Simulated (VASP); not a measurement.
Set up this calculation in VASP 6.6.1, as the native input.

- Task: single point
- Functional: PBE
- Potentials or basis: VASP PAW PBE potentials, release 64 (Pb_d)
- Cutoff: 500 eV
- k mesh: 14 × 14 × 14
- Occupations: fermi-dirac, width 0.05 eV
- Spin: no spin polarisation
- Dipole correction: no
- Further INCAR settings: ALGO = Normal; EDIFF = 1e-06; NBANDS = 13

The structure of Pb lies in POSCAR:

```
Pb
1.0
    0.0000000000      2.5202669202      2.5202669202
    2.5202669202      0.0000000000      2.5202669202
    2.5202669202      2.5202669202      0.0000000000
Pb
1
Direct
    0.0000000000      0.0000000000      0.0000000000
```

The input as run:

INCAR

```
SYSTEM = Pb
PREC     = Accurate       ! precision mode
ENCUT    = 500            ! plane-wave cutoff, eV
EDIFF    = 1E-6           ! SCF threshold, eV
ISMEAR   = -1             ! smearing method
SIGMA    = 0.05           ! smearing width, eV
LREAL    = .FALSE.        ! projectors in reciprocal space
LASPH    = .TRUE.         ! aspherical terms in the spheres
NELM     = 120            ! most SCF steps
ALGO     = Normal         ! electronic algorithm
ISIF     = 2              ! what is computed and relaxed
LWAVE    = .FALSE.        ! write WAVECAR
LCHARG   = .FALSE.        ! write CHGCAR
GGA      = PE             ! functional
NBANDS   = 13             ! bands
GGA_COMPAT= .FALSE.
```

KPOINTS

```
Automatic mesh
0
G
  14 14 14
  0 0 0
```

Potentials or basis: VASP PAW PBE potentials, release 64 (Pb_d).

Command:

```sh
$ cat potpaw_PBE.64/Pb_d/POTCAR > POTCAR
$ mpirun -np 1 vasp_std > vasp.out
```

It gave:

```
Pressure               : 0.0 GPa
Band gap on the k mesh : zero (band 7 reaches 13.68 eV, above the bottom of band 8 at 5.24 eV)
```

Caveat: spin-orbit coupling is left out, which moves the levels of the heavy elements.

Run time: 21 s on 1 thread of AMD EPYC 9R14 (Zen 4), on a shared host, peak memory 0.15 GiB.
